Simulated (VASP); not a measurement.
# ScAl4 (I4/m) in VASP: a series of runs

Runs on ScAl4. Level: PBE. Tasks: single point, relaxation of cell and atoms.

Program: VASP 6.6.1. These are calculated values, not measurements. Logs are shortened: lines on timing, memory, paths and dates and some standing lists are left out, and cuts for length are marked.

### 1 The cell of the first run

Symmetry: I4/m, No. 87, tetragonal system. Conventional cell: a = 6.349 Å, b = 6.349 Å, c = 4.016 Å, α = 90.00°, β = 90.00°, γ = 90.00°. Within 3.7 Å of Sc (site symmetry 4/m) lie 12 Al at 2.84 Å. Within 3.7 Å of Al (site symmetry m) lie 9 Al at 2.84 Å and 3 Sc at 2.84 Å.

### 2 Single point, PBE

INCAR reads:

```
SYSTEM = ScAl4
PREC = Accurate
ENCUT = 520
EDIFF = 1E-6
ISMEAR = 0
SIGMA = 0.1
LREAL = .False.
LASPH = .True.
NELM = 80
ALGO = Fast
ISIF = 2
LWAVE = .False.
LCHARG = .True.
GGA = PE
LELF = .True.
LVHAR = .True.
NBANDS = 20
```

KPOINTS reads:

```
regular mesh
0
Gamma
  6 6 6
  0 0 0
```

POSCAR reads:

```
ScAl4
1.0
   -3.1745550200      3.1745550200      2.0077648900
    3.1745550200     -3.1745550200      2.0077648900
    3.1745550200      3.1745550200     -2.0077648900
Sc Al
1 4
Direct
    0.5000000000      0.5000000000      0.0000000000
    0.7000000000      0.9000000000      0.6000000000
    0.9000000000      0.3000000000      0.2000000000
    0.1000000000      0.7000000000      0.8000000000
    0.3000000000      0.1000000000      0.4000000000
```

Potentials or basis: VASP PAW PBE potentials, release 64 (Sc_sv, Al).

Started as:

```console
cat potpaw_PBE.64/Sc_sv/POTCAR potpaw_PBE.64/Al/POTCAR > POTCAR
mpirun -np 1 vasp_std > vasp.out
```

OUTCAR:

```text
SYSTEM = ScAl4
   PREC = Accurate
   ENCUT = 520
   EDIFF = 1E-6
   ISMEAR = 0
   LREAL = .False.
   LASPH = .True.
   NELM = 80
   ISIF = 2
   GGA = PE

 ion  position               nearest neighbor table
   1  0.500  0.500  0.000-   2 2.84   5 2.84   4 2.84   3 2.84   3 2.84   5 2.84   5 2.84   2 2.84
                             4 2.84   2 2.84   3 2.84   4 2.84
   2  0.700  0.900  0.600-   4 2.84   1 2.84   3 2.84   5 2.84   5 2.84   5 2.84   1 2.84   3 2.84
                             1 2.84   4 2.84   3 2.84   4 2.84
   3  0.900  0.300  0.200-   5 2.84   4 2.84   1 2.84   2 2.84   2 2.84   1 2.84   5 2.84   4 2.84
                             2 2.84   1 2.84   5 2.84   4 2.84
   4  0.100  0.700  0.800-   2 2.84   3 2.84   5 2.84   1 2.84   5 2.84   1 2.84   2 2.84   3 2.84
                             1 2.84   5 2.84   2 2.84   3 2.84
   5  0.300  0.100  0.400-   3 2.84   1 2.84   4 2.84   2 2.84   2 2.84   2 2.84   1 2.84   4 2.84
                             1 2.84   3 2.84   4 2.84   3 2.84

  LATTYP: Found a body centered tetragonal cell.
 ALAT       =     6.3491100400
 C/A-ratio  =     0.6324555339

  Lattice vectors:

 A1 = (  -3.1745550200,   3.1745550200,   2.0077648900)
 A2 = (   3.1745550200,  -3.1745550200,   2.0077648900)
 A3 = (   3.1745550200,   3.1745550200,  -2.0077648900)

Analysis of symmetry for initial positions (statically):
=====================================================================
 Subroutine PRICEL returns:
 Original cell was already a primitive cell.

 Routine SETGRP: Setting up the symmetry group for a
 body centered tetragonal supercell.

 Subroutine GETGRP returns: Found  8 space group operations
 (whereof  8 operations were pure point group operations)
 out of a pool of 16 trial point group operations.

The static configuration has the point symmetry C_4h.

Analysis of symmetry for dynamics (positions and initial velocities):
=====================================================================
 Subroutine PRICEL returns:
 Original cell was already a primitive cell.

 Routine SETGRP: Setting up the symmetry group for a
 body centered tetragonal supercell.

 Subroutine GETGRP returns: Found  8 space group operations
 (whereof  8 operations were pure point group operations)
 out of a pool of 16 trial point group operations.

The dynamic configuration has the point symmetry C_4h.

 Subroutine INISYM returns: Found  8 space group operations
 (whereof  8 operations are pure point group operations),
 and found     1 'primitive' translations

[... 104 lines left out ...]
   IBRION =     -1    ionic relax: 0-MD 1-quasi-New 2-CG
   NFREE  =      0    steps in history (QN), initial steepest desc. (CG)
   ISIF   =      2    stress and relaxation
   ISYM   =      2    0-nonsym 1-usesym 2-fastsym
   POTIM  = 0.5000    time-step for ionic-motion
   TEBEG  =    0.0;   TEEND  =   0.0 temperature during run
   PSTRESS=    0.0 pullay stress
   NELECT =      23.0000    total number of electrons
   NUPDOWN=      -1.0000    fix difference up-down
   EMIN   =  10.00;   EMAX   =-10.00  energy-range for DOS
   EFERMI =   0.00;   METHOD = LEGACY
   ISMEAR =     0;   SIGMA  =   0.10  broadening in eV -4-tet -1-fermi 0-gaus
   EFERMI_NEDOS =   21; number of points for ismear=-14 and -15
   IALGO  =     68    algorithm
   IMIX   =      4    mixing-type and parameters
     AMIX     =   0.40;   BMIX     =  1.00
     AMIX_MAG =   1.60;   BMIX_MAG =  1.00
  volume/ion in A,a.u.               =      16.19       109.24
  Fermi-wavevector in a.u.,A,eV,Ry     =   1.076311  2.033934 15.761616  1.158446
  Thomas-Fermi vector in A             =   2.212192
   LORBIT       =      0    0 simple, 1 ext, 2 COOP (PROOUT), +10 PAW based schemes
   GGA     = PE    functional components
   LHFCALC =     F    Hartree Fock is set to
   AEXX    =    0.0000 exact exchange contribution
   IVDW    =     0    specifies the selected vdW correction
   LEPSILON=     F    determine dielectric tensor
   LRPA    =     F    only Hartree local field effects (RPA)
 non-spin polarized calculation
 RMM-DIIS sequential band-by-band and
 Gauss-broadening in eV      SIGMA  =   0.10
  energy-cutoff  :      520.00
  volume of cell :       80.94
 maximum number of plane-waves:      2208
 NGX is ok and might be reduce to    40
   NGX = 19   NGY = 19   NGZ = 19

 number of electron      23.0000002 magnetization

 Free energy of the ion-electron system (eV)
  ---------------------------------------------------
  ext. energy  EPLUGINS =         0.00000000
  ---------------------------------------------------
  free energy    TOTEN  =       -22.04927621 eV

  energy without entropy =      -22.03434521  energy(sigma->0) =      -22.04181071

 E-fermi :   7.8112     XC(G=0): -10.5563

 val. band max:        7.8078914454   @ k =  -0.1667   0.3333   0.1667
 cond. band min:       7.8594324216   @ k =  -0.1667   0.1667   0.0000
 fundamental gap:      0.0515409762
 Fermi energy:         7.8111962432

 k-point     1 :       0.0000    0.0000    0.0000
  band No.  band energies     occupation
      1     -40.9321      2.00000
      2     -19.6816      2.00000
      3     -19.6816      2.00000
      4     -19.6379      2.00000
      5      -2.6915      2.00000
      6       3.2902      2.00000
[... 541 lines left out ...]
     19      12.4844      0.00000
     20      13.1652      0.00000

 [... further k-points ...]

------------------------ aborting loop because EDIFF is reached ----------------------------------------

  FORCE on cell =-STRESS in cart. coord.  units (eV):
  Direction    XX          YY          ZZ          XY          YZ          ZX
  --------------------------------------------------------------------------------------
  -------------------------------------------------------------------------------------
  Total        5.1769775      5.1769775      2.7596408      0.0000000      0.0000000      0.0000000
  in kB      102.4821653    102.4821653     54.6291662      0.0000005      0.0000000      0.0000000
  external PRESSURE =      86.5311656 kB  Pullay stress =       0.0000000 kB

 VOLUME and BASIS-vectors are now :
 -----------------------------------------------------------------------------
  energy-cutoff  :      520.00
  volume of cell :       80.94
      direct lattice vectors                 reciprocal lattice vectors
    -3.174555020  3.174555020  2.007764890     0.000000000  0.157502389  0.249033143
     3.174555020 -3.174555020  2.007764890     0.157502389  0.000000000  0.249033143
     3.174555020  3.174555020 -2.007764890     0.157502389  0.157502389  0.000000000

 POSITION                                       TOTAL-FORCE (eV/Angst)
 -----------------------------------------------------------------------------------
      0.00000      0.00000      2.00776         0.000000      0.000000      0.000000
      2.53964      1.26982      2.00776         0.203380     -0.070683      0.000000
     -1.26982      2.53964      2.00776         0.070683      0.203380      0.000000
      4.44438      0.63491      0.00000        -0.070683     -0.203380      0.000000
      0.63491      1.90473      0.00000        -0.203380      0.070683     -0.000000
 -----------------------------------------------------------------------------------
    total drift:                               -0.000000     -0.000000      0.000000

  FREE ENERGIE OF THE ION-ELECTRON SYSTEM (eV)
  ---------------------------------------------------
  free  energy   TOTEN  =       -22.0492762146 eV

  energy  without entropy=      -22.0343452142  energy(sigma->0) =      -22.04181071
```

stdout:

```text
POSCAR found type information on POSCAR ScAl
 POSCAR found :  2 types and       5 ions
 scaLAPACK will be used
 LDA part: xc-table for (Slater+PW92), standard interpolation
 POSCAR, INCAR and KPOINTS ok, starting setup
 FFT: planning ... GRIDC
 FFT: planning ... GRID_SOFT
 FFT: planning ... GRID
 WAVECAR not read
 entering main loop
```

It took 47 s on 1 thread of Intel Xeon 6975P-C (Granite Rapids), shared host; peak memory 0.26 GiB.

What came out:

- Free energy: -22.0493 eV
- Pressure: 8.7 GPa
- Largest force: 0.215 eV/Å

Forces on the atoms (eV/Å):
```
Sc   0.000  0.000  0.000
Al   0.203 -0.071  0.000
Al   0.071  0.203  0.000
Al  -0.071 -0.203  0.000
Al  -0.203  0.071  0.000
```

Levels at points of the mesh, in eV from the Fermi level:
| k point | band 9 | band 10 | band 11 | band 12 | band 13 | band 14 | band 15 | band 16 |
| --- | --- | --- | --- | --- | --- | --- | --- | --- |
| (0.00, 0.00, 0.00) | -3.09 | -0.83 | -0.83 | 0.15 | 0.40 | 0.44 | 2.31 | 2.31 |
| (0.50, 0.00, 0.00) | -3.50 | -3.09 | -1.34 | 0.21 | 0.23 | 1.66 | 2.56 | 2.99 |
| (0.50, 0.50, 0.00) | -2.05 | -1.89 | -0.95 | 0.26 | 0.28 | 0.80 | 1.20 | 3.12 |
| (0.50, 0.50, 0.50) | -2.10 | -1.26 | 0.91 | 0.91 | 1.13 | 2.21 | 3.05 | 3.76 |

### 3 Single point, PBE

This run uses another cell than the first one, of 17.73 Å³/atom, 1.096 times its volume.

INCAR reads:

```
SYSTEM = ScAl4
PREC = Accurate
ENCUT = 520
EDIFF = 1E-7
ISMEAR = 0
SIGMA = 0.1
LREAL = .FALSE.
LASPH = .TRUE.
NELM = 60
ALGO = Normal
ISIF = 2
LWAVE = .FALSE.
LCHARG = .FALSE.
GGA = PE
NBANDS = 20
```

KPOINTS reads:

```
regular mesh
0
G
  6 6 6
  0 0 0
```

POSCAR reads:

```
ScAl4
1.0
   -3.3339846166      3.3339846166      1.9941837471
    3.3339846166     -3.3339846166      1.9941837471
    3.3339846166      3.3339846166     -1.9941837471
Sc Al
1 4
Direct
    0.5000000000      0.5000000000      0.0000000000
    0.6961193252      0.9023131498      0.5984324750
    0.9023131498      0.3038806748      0.2061938246
    0.0976868502      0.6961193252      0.7938061754
    0.3038806748      0.0976868502      0.4015675250
```

Potentials or basis: VASP PAW PBE potentials, release 64 (Sc_sv, Al).

Started as:

```console
cat potpaw_PBE.64/Sc_sv/POTCAR potpaw_PBE.64/Al/POTCAR > POTCAR
mpirun -np 1 vasp_std > vasp.out
```

It took 46 s on 1 thread of Intel Xeon 6975P-C (Granite Rapids), shared host; peak memory 0.26 GiB.

It converged, with:

```yaml
Free_energy: -22.3041 eV
Pressure: 0.0 GPa
Largest_force: 0.009 eV/Å
```

Forces on the atoms (eV/Å):
```
Sc   0.000  0.000  0.000
Al   0.000  0.009  0.000
Al  -0.009  0.000  0.000
Al   0.009  0.000  0.000
Al   0.000 -0.009  0.000
```

Stress tensor (GPa, compression positive):
```
 0.07  0.00  0.00
 0.00  0.07  0.00
 0.00  0.00 -0.07
```

Levels at points of the mesh, in eV from the Fermi level:
| k point | band 8 | band 9 | band 10 | band 11 | band 12 | band 13 | band 14 | band 15 | band 16 | band 17 |
| --- | --- | --- | --- | --- | --- | --- | --- | --- | --- | --- |
| (0.00, 0.00, 0.00) | -3.33 | -3.18 | -0.40 | -0.40 | 0.02 | 0.28 | 0.59 | 2.30 | 2.30 | 2.30 |
| (0.50, 0.00, 0.00) | -3.66 | -3.46 | -3.06 | -1.38 | 0.06 | 0.14 | 1.34 | 2.49 | 2.63 | 3.19 |
| (0.50, 0.50, 0.00) | -2.54 | -1.98 | -1.39 | -1.28 | 0.29 | 0.69 | 1.11 | 1.23 | 2.88 | 3.22 |
| (0.50, 0.50, 0.50) | -5.26 | -1.55 | -0.86 | 0.99 | 0.99 | 1.06 | 1.78 | 2.81 | 4.00 | 4.69 |

### 4 Relaxation of cell and atoms, PBE

INCAR reads:

```
PREC = Accurate ; ENCUT = 600
EDIFF = 1E-6 ; ISMEAR = 0
SIGMA = 0.1 ; LREAL = F
LASPH = T ; NELM = 80
ALGO = Fast ; ISIF = 3
LWAVE = F ; LCHARG = F
GGA = PE ; IBRION = 2
NSW = 90 ; EDIFFG = -0.04
```

KPOINTS reads:

```
Automatic mesh
0
Gamma
  6 6 6
```

POSCAR reads:

```
ScAl4
1.0
   -3.1745550200      3.1745550200      2.0077648900
    3.1745550200     -3.1745550200      2.0077648900
    3.1745550200      3.1745550200     -2.0077648900
Sc Al
1 4
Direct
    0.5000000000      0.5000000000      0.0000000000
    0.7000000000      0.9000000000      0.6000000000
    0.9000000000      0.3000000000      0.2000000000
    0.1000000000      0.7000000000      0.8000000000
    0.3000000000      0.1000000000      0.4000000000
```

Started as:

```console
cat potpaw_PBE.64/Sc_sv/POTCAR potpaw_PBE.64/Al/POTCAR > POTCAR
mpirun -np 1 vasp_std > vasp.out
```

Run time: 3.6 min. Hardware: 1 thread of Intel Xeon 6975P-C (Granite Rapids), shared host; peak memory 0.28 GiB.

The run converged. Its results:

- Free energy: -22.3036 eV
- Relaxed volume: 17.67 Å³/atom
- Relaxed cell: a = 5.114 Å, b = 5.114 Å, c = 5.114 Å, α = 98.72°, β = 98.72°, γ = 134.16°
- Space group after relaxing (to 0.05 Å): I4/m (No. 87)
- Energy gained by relaxing: 50.7 meV/atom
- Ionic steps: 9
- Pressure after relaxing: 0.3 GPa
- Largest force after relaxing: 0.032 eV/Å

Forces in eV/Å, atoms in the order of the input:
```
Sc   0.000  0.000  0.000
Al  -0.001 -0.032  0.000
Al   0.032 -0.001  0.000
Al  -0.032  0.001  0.000
Al   0.001  0.032  0.000
```

Step by step:
| step | energy change (eV) | largest force (eV/Å) | pressure (GPa) | volume (Å³) |
| --- | --- | --- | --- | --- |
| 1 | 0.0000 | 0.2153 | 8.67 | 80.94 |
| 2 | -0.2076 | 0.0767 | -2.37 | 91.62 |
| 3 | -0.2229 | 0.0958 | -0.37 | 89.16 |
| 4 | -0.2228 | 0.0946 | -0.56 | 89.33 |
| 5 | -0.2423 | 0.0915 | -0.39 | 89.15 |
| 6 | -0.2508 | 0.0997 | -0.21 | 88.95 |
| 7 | -0.2508 | 0.1011 | -0.19 | 88.93 |
| 8 | -0.2529 | 0.0604 | 0.10 | 88.59 |
| 9 | -0.2534 | 0.0321 | 0.30 | 88.37 |

Final structure:
```cif
data_structure
_symmetry_space_group_name_H-M 'P 1'
_symmetry_Int_Tables_number 1
_cell_length_a 5.1139
_cell_length_b 5.1139
_cell_length_c 5.1139
_cell_angle_alpha 98.723
_cell_angle_beta 98.723
_cell_angle_gamma 134.161
_cell_volume 88.37
loop_
_atom_site_label
_atom_site_type_symbol
_atom_site_fract_x
_atom_site_fract_y
_atom_site_fract_z
_atom_site_occupancy
Sc1 Sc 0.50000 0.50000 0.00000 1
Al1 Al 0.69700 0.90238 0.59939 1
Al2 Al 0.90238 0.30300 0.20538 1
Al3 Al 0.09761 0.69700 0.79462 1
Al4 Al 0.30300 0.09761 0.40061 1
```

Levels at points of the mesh, in eV from the Fermi level:
```
           k point  band 8  band 9  band 10  band 11  band 12  band 13  band 14  band 15
(0.00, 0.00, 0.00)   -3.33   -3.18    -0.41    -0.41     0.03     0.29     0.63     2.30
(0.50, 0.00, 0.00)   -3.66   -3.46    -3.05    -1.40     0.05     0.14     1.36     2.64
(0.50, 0.50, 0.00)   -2.54   -2.01    -1.38    -1.29     0.30     0.69     1.14     1.23
(0.50, 0.50, 0.50)   -5.29   -1.54    -0.85     0.99     0.99     1.06     1.80     2.83
```

### 5 The runs side by side

| task | cell | cutoff (eV) | gap on the mesh (eV) | pressure (GPa) | largest force (eV/Å) |
| --- | --- | --- | --- | --- | --- |
| single point | a = 4.918 Å, angles 99.6, 99.6, 131.8°, 5 atoms | 520 | none | 8.7 | 0.22 |
| single point | a = 5.119 Å, angles 98.7, 98.7, 134.1°, 5 atoms | 520 | none | 0.0 | 0.01 |
| relaxation of cell and atoms | relaxed from a = 4.918 Å, angles 99.6, 99.6, 131.8°, 5 atoms | 600 | none | 0.3 | 0.03 |

Alike in all rows: level PBE; potentials or basis VASP PAW PBE potentials, release 64 (Sc_sv, Al); no spin polarisation; k mesh 6 × 6 × 6; smearing gaussian 0.1 eV.

Total energies depend on the potentials used, so only differences within one code and one set of settings carry meaning.
